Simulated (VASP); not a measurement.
# CsH (I4/mmm) in VASP: notebook

CsH is run at these levels: LDA; tasks: single point.

Program: VASP 6.6.1. These are calculated values, not measurements. Logs are shortened: lines on timing, memory, paths and dates and some standing lists are left out, and cuts for length are marked.

### Step 1. The cell of the first run

The structure is tetragonal, space group I4/mmm (No. 139). The conventional cell has a = 4.318 Å, b = 4.318 Å, c = 5.736 Å, α = 90.00°, β = 90.00°, γ = 90.00°. Cs (site symmetry 4/mmm) has 6 H at 2.87 to 3.05 Å within 3.8 Å. H (site symmetry 4/mmm) has 6 Cs at 2.87 to 3.05 Å within 3.8 Å.

### Step 2. Single point, LDA (uniaxial strain along c: -6.0 %, then relaxed in part)

Input file INCAR:

```
SYSTEM = CsH
PREC     = Accurate       ! precision mode
ENCUT    = 520            ! plane-wave cutoff, eV
EDIFF    = 1E-6           ! SCF threshold, eV
ISMEAR   = 0              ! smearing method
SIGMA    = 0.02           ! smearing width, eV
LREAL    = .False.        ! projectors in reciprocal space
LASPH    = .True.         ! aspherical terms in the spheres
NELM     = 60             ! most SCF steps
ALGO     = Normal         ! electronic algorithm
ISIF     = 2              ! what is computed and relaxed
LWAVE    = .False.        ! write WAVECAR
LCHARG   = .True.         ! write CHGCAR
LELF     = .True.         ! ELF
LVHAR    = .True.       
NBANDS   = 18             ! bands
```

Input file KPOINTS:

```
regular mesh
0
Gamma
  6 6 6
  0 0 0
```

Input file POSCAR:

```
CsH
1.0
    3.0529682402      3.0529682402      0.0000000000
   -3.0529682402      3.0529682402      0.0000000000
    0.0000000000      0.0000000000      5.7361022743
Cs H
2 2
Direct
    0.0000000000      0.0000000000      0.0000000000
    0.5000000000      0.5000000000      0.5000000000
    0.5000000000      0.5000000000      0.0000000000
    0.0000000000      0.0000000000      0.5000000000
```

Potentials or basis: VASP PAW LDA potentials, release 64 (Cs_sv, H).

Run with:

```bash
$ cat potpaw_LDA.64/Cs_sv/POTCAR potpaw_LDA.64/H/POTCAR > POTCAR
$ mpirun -np 1 vasp_std > vasp.out
```

OUTCAR:

```text
SYSTEM = CsH
   PREC = Accurate
   ENCUT = 520
   EDIFF = 1E-6
   ISMEAR = 0
   LREAL = .False.
   LASPH = .True.
   NELM = 60
   ISIF = 2

 ion  position               nearest neighbor table
   1  0.000  0.000  0.000-
   2  0.500  0.500  0.500-
   3  0.500  0.500  0.000-
   4  0.000  0.000  0.500-

  LATTYP: Found a simple tetragonal cell.
 ALAT       =     4.3175490908
 C/A-ratio  =     1.3285551950

  Lattice vectors:

 A1 = (   3.0529682402,   3.0529682402,   0.0000000000)
 A2 = (  -3.0529682402,   3.0529682402,   0.0000000000)
 A3 = (   0.0000000000,   0.0000000000,   5.7361022743)

Analysis of symmetry for initial positions (statically):
=====================================================================
 Subroutine PRICEL returns following result:

  LATTYP: Found a body centered tetragonal cell.
 ALAT       =     4.3175490908
 C/A-ratio  =     1.3285551950

  Lattice vectors:

 A1 = (   0.0000000000,  -3.0529682402,  -2.8680511372)
 A2 = (   0.0000000000,   3.0529682402,  -2.8680511372)
 A3 = (   3.0529682402,   0.0000000000,   2.8680511372)

   2 primitive cells build up your supercell.

 Routine SETGRP: Setting up the symmetry group for a
 simple tetragonal supercell.

 Subroutine GETGRP returns: Found 16 space group operations
 (whereof 16 operations were pure point group operations)
 out of a pool of 16 trial point group operations.

The static configuration has the point symmetry D_4h.

Analysis of symmetry for dynamics (positions and initial velocities):
=====================================================================
 Subroutine PRICEL returns following result:

  LATTYP: Found a body centered tetragonal cell.
 ALAT       =     4.3175490908
 C/A-ratio  =     1.3285551950

  Lattice vectors:

 A1 = (   0.0000000000,  -3.0529682402,  -2.8680511372)
 A2 = (   0.0000000000,   3.0529682402,  -2.8680511372)
 A3 = (   3.0529682402,   0.0000000000,   2.8680511372)

   2 primitive cells build up your supercell.

 Routine SETGRP: Setting up the symmetry group for a
 simple tetragonal supercell.

 Subroutine GETGRP returns: Found 16 space group operations
 (whereof 16 operations were pure point group operations)
 out of a pool of 16 trial point group operations.

The dynamic configuration has the point symmetry D_4h.

 Subroutine INISYM returns: Found 16 space group operations
 (whereof 16 operations are pure point group operations),
 and found     2 'primitive' translations

----------------------------------------------------------------------------------------

                                     Primitive cell

  volume of cell :      53.4640

  direct lattice vectors                    reciprocal lattice vectors
     0.000000000 -3.052968240 -2.868051137     0.163775041 -0.163775041 -0.174334409
     0.000000000  3.052968240 -2.868051137     0.163775041  0.163775041 -0.174334409
     3.052968240  0.000000000  2.868051137     0.327550083  0.000000000  0.000000000

  length of vectors
     4.188834253  4.188834253  4.188834253     0.289891384  0.289891384  0.327550083

  position of ions in fractional coordinates (direct lattice)
     0.000000000  0.000000000  0.000000000
     0.500000000  0.500000000  0.000000000

  ion indices of the primitive-cell ions
   primitive index   ion index
                 1           1
                 2           4

----------------------------------------------------------------------------------------

 KPOINTS: regular mesh

Automatic generation of k-mesh.
 Grid dimensions read from file:
 generate k-points for:    6    6    6

 Generating k-lattice:

  Cartesian coordinates                     Fractional coordinates (reciprocal lattice)
     0.027295840  0.027295840  0.000000000     0.166666667  0.000000000  0.000000000
    -0.027295840  0.027295840  0.000000000     0.000000000  0.166666667  0.000000000
     0.000000000  0.000000000  0.029055735     0.000000000  0.000000000  0.166666667

  Length of vectors
     0.038602147  0.038602147  0.029055735

  Shift w.r.t. Gamma in fractional coordinates (k-lattice)
     0.000000000  0.000000000  0.000000000

 Subroutine IBZKPT returns following result:
 ===========================================

 Found     40 irreducible k-points:

 Following reciprocal coordinates:
            Coordinates               Weight
  0.000000  0.000000  0.000000      1.000000
  0.166667  0.000000  0.000000      4.000000
  0.333333  0.000000  0.000000      4.000000
  0.500000  0.000000  0.000000      2.000000
  0.166667  0.166667  0.000000      4.000000
  0.333333  0.166667  0.000000      8.000000
[... 16 lines left out ...]
  0.333333  0.000000  0.333333      8.000000
  0.500000  0.000000  0.333333      4.000000
 [... further k-points ...]
   k-points           NKPTS =     40   k-points in BZ     NKDIM =     40   number of bands    NBANDS=     18
   number of dos      NEDOS =    301   number of ions     NIONS =      4
   total plane-waves  NPLWV =  49152
   dimension x,y,z NGX =    32 NGY =   32 NGZ =   48
   dimension x,y,z NGXF=    64 NGYF=   64 NGZF=   96
   ions per type =               2   2
   NGX,Y,Z   is equivalent  to a cutoff of  12.32, 12.32, 13.91 a.u.
   NGXF,Y,Z  is equivalent  to a cutoff of  24.64, 24.64, 27.82 a.u.
 SYSTEM =  CsH
   PREC   = accura    normal or accurate (medium, high low for compatibility)
   ISTART =      0    job   : 0-new  1-cont  2-samecut
   ICHARG =      2    charge: 1-file 2-atom 10-const
   ISPIN  =      1    spin polarized calculation?
   LNONCOLLINEAR =      F non collinear calculations
   LSORBIT =      F    spin-orbit coupling
   LASPH  =      T    aspherical Exc in radial PAW
   ENCUT  =  520.0 eV  38.22 Ry    6.18 a.u.   8.03  8.03 10.67*2*pi/ulx,y,z
   NELM   =     60;   NELMIN=  2; NELMDL= -5     # of ELM steps
   EDIFF  = 0.1E-05   stopping-criterion for ELM
   LREAL  =      F    real-space projection
   EDIFFG = 0.1E-04   stopping-criterion for IOM
   NSW    =      0    number of steps for IOM
   IBRION =     -1    ionic relax: 0-MD 1-quasi-New 2-CG
   NFREE  =      0    steps in history (QN), initial steepest desc. (CG)
   ISIF   =      2    stress and relaxation
   ISYM   =      2    0-nonsym 1-usesym 2-fastsym
   POTIM  = 0.5000    time-step for ionic-motion
   TEBEG  =    0.0;   TEEND  =   0.0 temperature during run
   PSTRESS=    0.0 pullay stress
   NELECT =      20.0000    total number of electrons
   NUPDOWN=      -1.0000    fix difference up-down
   EMIN   =  10.00;   EMAX   =-10.00  energy-range for DOS
   EFERMI =   0.00;   METHOD = LEGACY
   ISMEAR =     0;   SIGMA  =   0.02  broadening in eV -4-tet -1-fermi 0-gaus
   EFERMI_NEDOS =   21; number of points for ismear=-14 and -15
   IALGO  =     38    algorithm
   IMIX   =      4    mixing-type and parameters
     AMIX     =   0.40;   BMIX     =  1.00
     AMIX_MAG =   1.60;   BMIX_MAG =  1.00
  volume/ion in A,a.u.               =      26.73       180.40
  Fermi-wavevector in a.u.,A,eV,Ry     =   0.936241  1.769239 11.926150  0.876547
  Thomas-Fermi vector in A             =   2.063230
   LORBIT       =      0    0 simple, 1 ext, 2 COOP (PROOUT), +10 PAW based schemes
   GGA     = CA    functional components
   LHFCALC =     F    Hartree Fock is set to
   AEXX    =    0.0000 exact exchange contribution
   IVDW    =     0    specifies the selected vdW correction
   LEPSILON=     F    determine dielectric tensor
   LRPA    =     F    only Hartree local field effects (RPA)
 non-spin polarized calculation
 Gauss-broadening in eV      SIGMA  =   0.02
  energy-cutoff  :      520.00
  volume of cell :      106.93
 maximum number of plane-waves:      2920
   NGX = 17   NGY = 17   NGZ = 21

 number of electron      20.0000001 magnetization

 Free energy of the ion-electron system (eV)
  ---------------------------------------------------
  ext. energy  EPLUGINS =         0.00000000
  ---------------------------------------------------
  free energy    TOTEN  =        -9.78826700 eV

  energy without entropy =       -9.78826700  energy(sigma->0) =       -9.78826700

 E-fermi :   1.2830     XC(G=0):  -8.2432

 val. band max:        1.1476308875   @ k =   0.5000   0.0000   0.5000
 cond. band min:       2.7246548376   @ k =   0.5000   0.0000   0.5000
 fundamental gap:      1.5770239500
 Fermi energy:         1.2829566410

 k-point     1 :       0.0000    0.0000    0.0000
  band No.  band energies     occupation
      1     -20.5398      2.00000
      2     -20.2908      2.00000
      3      -7.9063      2.00000
      4      -7.2901      2.00000
      5      -7.2901      2.00000
      6      -6.7385      2.00000
[... 10 lines left out ...]
     17       7.7871      0.00000
     18       9.0529      0.00000

 k-point     2 :       0.1667    0.0000    0.0000
  band No.  band energies     occupation
      1     -20.5125      2.00000
      2     -20.2959      2.00000
      3      -7.8206      2.00000
      4      -7.4472      2.00000
      5      -7.2401      2.00000
      6      -6.9936      2.00000
[... 10 lines left out ...]
     17       7.1050      0.00000
     18       8.0447      0.00000

 k-point     3 :       0.3333    0.0000    0.0000
  band No.  band energies     occupation
      1     -20.4450      2.00000
      2     -20.3188      2.00000
      3      -7.7066      2.00000
      4      -7.5867      2.00000
      5      -7.4643      2.00000
      6      -7.1111      2.00000
[... 10 lines left out ...]
     17       6.8020      0.00000
     18       8.2157      0.00000

 k-point     4 :       0.5000    0.0000    0.0000
  band No.  band energies     occupation
      1     -20.3706      2.00000
      2     -20.3706      2.00000
      3      -7.7502      2.00000
      4      -7.7502      2.00000
      5      -7.2709      2.00000
      6      -7.2709      2.00000
[... 375 lines left out ...]
      4      -7.4465      2.00000
      5      -7.1526      2.00000
      6      -7.1248      2.00000
[... 10 lines left out ...]
     17       7.2389      0.00000
     18       7.5164      0.00000

 k-point    23 :       0.3333    0.0000    0.3333
  band No.  band energies     occupation
      1     -20.4120      2.00000
      2     -20.3489      2.00000
      3      -8.0487      2.00000
      4      -7.8807      2.00000
      5      -7.0503      2.00000
      6      -7.0399      2.00000
[... 10 lines left out ...]
     17       7.5466      0.00000
     18       7.9788      0.00000

 k-point    24 :       0.5000    0.0000    0.3333
  band No.  band energies     occupation
      1     -20.3686      2.00000
      2     -20.3686      2.00000
      3      -8.1141      2.00000
      4      -8.1141      2.00000
      5      -6.9517      2.00000
      6      -6.9517      2.00000
[... 10 lines left out ...]
     17       8.5745      0.00000
     18       8.5745      0.00000

 [... further k-points ...]

------------------------ aborting loop because EDIFF is reached ----------------------------------------

  FORCE on cell =-STRESS in cart. coord.  units (eV):
  Direction    XX          YY          ZZ          XY          YZ          ZX
  --------------------------------------------------------------------------------------
  -------------------------------------------------------------------------------------
  Total        0.0394455      0.0394455      1.9653754      0.0000000      0.0000000      0.0000000
  in kB        0.5910402      0.5910402     29.4485987      0.0000000      0.0000000      0.0000000
  external PRESSURE =      10.2102263 kB  Pullay stress =       0.0000000 kB

 VOLUME and BASIS-vectors are now :
 -----------------------------------------------------------------------------
  energy-cutoff  :      520.00
  volume of cell :      106.93
      direct lattice vectors                 reciprocal lattice vectors
     3.052968240  3.052968240  0.000000000     0.163775041  0.163775041  0.000000000
    -3.052968240  3.052968240  0.000000000    -0.163775041  0.163775041  0.000000000
     0.000000000  0.000000000  5.736102274     0.000000000  0.000000000  0.174334409

 POSITION                                       TOTAL-FORCE (eV/Angst)
 -----------------------------------------------------------------------------------
      0.00000      0.00000      0.00000         0.000000     -0.000000     -0.000000
      0.00000      3.05297      2.86805        -0.000000     -0.000000      0.000000
      0.00000      3.05297      0.00000        -0.000000      0.000000     -0.000000
      0.00000      0.00000      2.86805        -0.000000      0.000000     -0.000000
 -----------------------------------------------------------------------------------
    total drift:                               -0.000000      0.000000     -0.000000

  FREE ENERGIE OF THE ION-ELECTRON SYSTEM (eV)
  ---------------------------------------------------
  free  energy   TOTEN  =        -9.7882670026 eV

  energy  without entropy=       -9.7882670026  energy(sigma->0) =       -9.78826700
```

It took 1.8 min on 1 thread of Intel Xeon 8259CL, shared host; peak memory 0.21 GiB.

What came out:

* Free energy: -9.7883 eV
* Pressure: 1.0 GPa
* Band gap on the k mesh: 1.58 eV

Caveat: the cell differs from its parent crystal (uniaxial strain along c: -6.0 %, then relaxed in part); spin-orbit coupling is left out, which moves the levels of the heavy elements.

### Step 3. Single point, LDA

Input file INCAR:

```
ALGO = Normal ; EDIFF = 1E-7
ENCUT = 520 ; GGA = CA
ISIF = 2 ; ISMEAR = 0
LASPH = T ; LCHARG = F
LREAL = F ; LWAVE = F
NBANDS = 18 ; NELM = 60
PREC = Accurate ; SIGMA = 0.02
```

Input file KPOINTS:

```
k-points
0
Gamma
  6 6 6
```

POSCAR is that of step 2.

Potentials or basis: VASP PAW LDA potentials, release 64 (Cs_sv, H).

Run with:

```bash
$ cat potpaw_LDA.64/Cs_sv/POTCAR potpaw_LDA.64/H/POTCAR > POTCAR
$ mpirun -np 1 vasp_std > vasp.out
```

It took 1.9 min on 1 thread of Intel Xeon 8259CL, shared host; peak memory 0.22 GiB.

The run converged. Its results:

```
Free energy            : -9.7883 eV
Pressure               : 1.0 GPa
Band gap on the k mesh : 1.58 eV
```

Stress tensor (GPa, compression positive):
```
0.07 0.00 0.00
0.00 0.07 0.00
0.00 0.00 2.95
```

Levels at points of the mesh, in eV from the valence-band top:
```tsv
k point	band 7	band 8	band 9	band 10	band 11	band 12	band 13	band 14
(0.00, 0.00, 0.00)	-7.89	-7.83	-2.35	-1.93	2.18	4.76	4.76	5.11
(0.50, 0.00, 0.00)	-8.10	-8.10	-0.82	-0.82	2.76	2.76	4.02	4.02
(0.50, 0.50, 0.00)	-8.25	-8.25	-1.90	-1.90	2.41	2.41	5.86	5.86
(0.00, 0.00, 0.50)	-8.17	-8.17	-1.20	-1.20	3.19	3.19	4.46	4.46
(0.50, 0.00, 0.50)	-7.96	-7.96	0.00	0.00	1.58	1.58	4.09	4.09
(0.50, 0.50, 0.50)	-8.48	-8.48	-1.00	-1.00	3.89	3.89	3.89	3.89
```

Caveat: spin-orbit coupling is left out, which moves the levels of the heavy elements. LDA gaps usually lie below the measured ones, often by a third to a half.

[end of part 1 of 2]
